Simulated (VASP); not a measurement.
## Br: single point with r2SCAN

Br:

```
Br
1.0
     3.70043   -2.09467    0.00000
     3.70043    2.09467    0.00000
     0.00000    0.00000    8.86192
Br
4
Direct
  0.86092 0.13908 0.11554
  0.13908 0.86092 0.88446
  0.36092 0.63908 0.38446
  0.63908 0.36092 0.61554
```

```
Program             : VASP 6.6.1
Task                : single point
Functional          : r2SCAN
Potentials or basis : VASP PAW PBE potentials, release 64 (Br)
Cutoff              : 520 eV
k mesh              : 6 × 6 × 4
Occupations         : gaussian, width 0.05 eV
Spin                : no spin polarisation
```

* Pressure: -0.3 GPa
* Largest force: 0.036 eV/Å
* Band gap on the k mesh: 1.58 eV, direct

Forces on the atoms (eV/Å):
```
Br   0.000 -0.032 -0.016
Br   0.000  0.032  0.016
Br   0.000 -0.032  0.016
Br   0.000  0.032 -0.016
```

Stress tensor (GPa, compression positive):
```
-0.32  0.00  0.00
 0.00 -0.13  0.00
 0.00  0.00 -0.41
```

Levels at points of the mesh, in eV from the valence-band top:
| k point | band 10 | band 11 | band 12 | band 13 | band 14 | band 15 | band 16 | band 17 | band 18 | band 19 |
| --- | --- | --- | --- | --- | --- | --- | --- | --- | --- | --- |
| (0.00, 0.00, 0.00) | -1.76 | -1.22 | -0.51 | -0.48 | 0.00 | 1.58 | 2.69 | 6.25 | 7.03 | 7.71 |
| (0.50, 0.00, 0.00) | -2.24 | -1.24 | -1.24 | -0.60 | -0.60 | 2.61 | 2.61 | 7.42 | 7.42 | 9.50 |
| (0.50, 0.50, 0.00) | -2.06 | -1.68 | -1.33 | -0.57 | -0.26 | 1.61 | 2.55 | 7.65 | 8.24 | 8.63 |
| (0.00, 0.00, 0.50) | -1.84 | -1.04 | -1.04 | -0.21 | -0.21 | 2.05 | 2.05 | 6.81 | 6.81 | 8.49 |
| (0.50, 0.00, 0.50) | -2.30 | -0.74 | -0.74 | -0.16 | -0.16 | 2.07 | 2.07 | 7.73 | 7.73 | 8.85 |
| (0.50, 0.50, 0.50) | -2.02 | -1.12 | -1.12 | -0.88 | -0.88 | 2.02 | 2.02 | 8.54 | 8.54 | 9.36 |

It took 2.9 min on 1 thread of Intel(R) Xeon(R) 6975P-C (Granite Rapids), on a shared host, peak memory 0.32 GiB.

Caveat: the PAW data sets were made with another functional, which shifts forces and pressure a little. r2SCAN opens gaps a little over a GGA but as a rule still falls short of measured ones.
